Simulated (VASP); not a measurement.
A run of VASP 6.6.1:

Contents of POSCAR:

```
CO
1.0
   10.0000000000      0.0000000000      0.0000000000
    0.0000000000     10.0000000000      0.0000000000
    0.0000000000      0.0000000000     10.0000000000
C O
1 1
Direct
    0.5492900000      0.4865900000      0.5281200000
    0.4533100000      0.5176100000      0.4786800000
```

The input INCAR.step1:

```
SYSTEM = CO
ISMEAR = 0
SIGMA = 0.03
LWAVE = .TRUE.
LCHARG = .TRUE.
ISIF = 0
NELM = 100
ALGO = Normal
PREC = Accurate
LASPH = .TRUE.
LREAL = .FALSE.
EDIFF = 1E-5
GGA_COMPAT = .FALSE.
ENCUT = 580
EFERMI = MIDGAP
NELMDL = -8
GGA = PE
```

Contents of INCAR.step2:

```
SYSTEM = CO
METAGGA = SCAN
ISMEAR = 0
SIGMA = 0.03
LWAVE = .FALSE.
LCHARG = .FALSE.
ISIF = 0
NELM = 100
ALGO = All
PREC = Accurate
LASPH = .TRUE.
LREAL = .FALSE.
EDIFF = 1E-6
GGA_COMPAT = .FALSE.
ENCUT = 580
EFERMI = MIDGAP
NELMDL = -8
LMIXTAU = .TRUE.
ISTART = 1
ISEARCH = 1
```

Contents of KPOINTS:

```
k-points
0
Gamma
  1 1 1
```

Potentials or basis: VASP PAW PBE potentials, release 64 (C, O).

Run with:

```console
$ cat potpaw_PBE.64/C/POTCAR potpaw_PBE.64/O/POTCAR > POTCAR
$ cp INCAR.step1 INCAR
$ mpirun -np 1 vasp_gam > vasp.out
$ cp INCAR.step2 INCAR
$ mpirun -np 1 vasp_gam > vasp.out
```

Hardware: 1 thread of Intel(R) Xeon(R) 6975P-C (Granite Rapids), with other jobs on the host.

**Question.** Estimate the wall time of this run.

**Answer.** It took 3.1 min on 1 thread of Intel(R) Xeon(R) 6975P-C (Granite Rapids) (shared host), peak memory 1.1 GiB. Counts: k points 1.
